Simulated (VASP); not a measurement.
## ZnF2: single point with r2SCAN

The system is ZnF2.

```
CELL_PARAMETERS angstrom
4.74953 0.00000 0.00000
0.00000 4.74953 0.00000
0.00000 0.00000 3.09832
ATOMIC_POSITIONS crystal
Zn 0.50000 0.50000 0.50000
Zn 0.00000 0.00000 0.00000
F 0.69677 0.69677 0.00000
F 0.80323 0.19677 0.50000
F 0.30323 0.30323 0.00000
F 0.19677 0.80323 0.50000
```

This cell differs from its parent crystal: biaxial strain in the a-b plane: +1.0 %, then relaxed in part.

```yaml
Program: VASP 6.6.1
Task: single point
Functional: r2SCAN
Potentials_or_basis: VASP PAW PBE potentials, release 64 (Zn, F)
Cutoff: 660 eV
k_mesh: 6 × 6 × 8
Occupations: gaussian, width 0.02 eV
Spin: no spin polarisation
Dipole_correction: no
Further_INCAR_settings: ALGO = Normal; EDIFF = 1e-06; NBANDS = 35
```

- Pressure: -0.6 GPa
- Largest force: 0.021 eV/Å
- Band gap on the k mesh: 4.24 eV

Forces on the atoms (eV/Å):
```
Zn   0.000  0.000  0.000
Zn   0.000  0.000  0.000
F    0.015  0.015  0.000
F   -0.015  0.015  0.000
F   -0.015 -0.015  0.000
F    0.015 -0.015  0.000
```

Stress tensor (GPa, compression positive):
```
-1.14  0.00  0.00
 0.00 -1.14  0.00
 0.00  0.00  0.58
```

Levels at points of the mesh, in eV from the valence-band top:
| k point | band 22 | band 23 | band 24 | band 25 | band 26 | band 27 | band 28 | band 29 | band 30 | band 31 |
| --- | --- | --- | --- | --- | --- | --- | --- | --- | --- | --- |
| (0.00, 0.00, 0.00) | -1.62 | -1.26 | -0.31 | -0.31 | 0.00 | 4.24 | 10.26 | 10.50 | 10.50 | 14.08 |
| (0.50, 0.00, 0.00) | -1.64 | -0.66 | -0.66 | -0.38 | -0.38 | 6.83 | 6.83 | 11.44 | 11.44 | 13.75 |
| (0.50, 0.50, 0.00) | -1.51 | -1.31 | -1.31 | -0.32 | -0.32 | 7.80 | 7.80 | 9.91 | 9.91 | 15.45 |
| (0.00, 0.00, 0.50) | -1.40 | -1.28 | -1.28 | -1.14 | -1.14 | 9.18 | 9.18 | 12.72 | 12.72 | 14.21 |
| (0.50, 0.00, 0.50) | -1.89 | -1.36 | -1.36 | -0.05 | -0.05 | 9.71 | 9.71 | 11.16 | 11.16 | 14.98 |
| (0.50, 0.50, 0.50) | -1.53 | -1.14 | -1.14 | -0.81 | -0.81 | 9.02 | 9.02 | 12.26 | 12.26 | 13.17 |

Wall time 16 min on 1 thread of Oxide Virtual Turin-like Processor (shared host), peak memory 0.27 GiB.

Caveat: the cell differs from its parent crystal (biaxial strain in the a-b plane: +1.0 %, then relaxed in part); the PAW data sets were made with another functional, which shifts forces and pressure a little. A k mesh can miss the band edges.
